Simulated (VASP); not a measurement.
## BaF2: single point with PBE

BaF2:

```
Ba F
1.0
     0.00000    3.11918    3.11918
     3.11918    0.00000    3.11918
     3.11918    3.11918    0.00000
Ba F
1 2
Direct
  0.00000 0.00000 0.00000
  0.75000 0.75000 0.75000
  0.25000 0.25000 0.25000
```

| Property | Result |
| --- | --- |
| Program | VASP 6.6.1 |
| Task | single point |
| Functional | PBE |
| Potentials or basis | VASP PAW PBE potentials, release 64 (Ba_sv, F) |
| Cutoff | 600 eV |
| k mesh | 8 × 8 × 8 |
| Occupations | fermi-dirac, width 0.05 eV |
| Spin | no spin polarisation |
| Dipole correction | no |
| Further INCAR settings | ALGO = Normal; EDIFF = 1e-06; NBANDS = 19 |

The pressure is 1.1 GPa and the band gap on the k mesh is 6.68 eV (least direct gap 6.75 eV).

Levels at points of the mesh, in eV from the valence-band top:
```tsv
k point	band 9	band 10	band 11	band 12	band 13	band 14	band 15	band 16
(0.00, 0.00, 0.00)	-1.44	-0.07	-0.07	-0.07	6.68	9.11	9.11	11.24
(0.50, 0.00, 0.00)	-0.64	-0.35	-0.17	-0.17	8.99	9.10	9.10	9.71
(0.50, 0.50, 0.00)	-0.34	-0.33	-0.33	-0.11	7.21	8.91	10.55	11.80
```

It took 72 s on 1 thread of Intel Xeon 8259CL (shared host), peak memory 0.22 GiB.

Caveat: spin-orbit coupling is left out, which moves the levels of the heavy elements. A k mesh can miss the band edges.
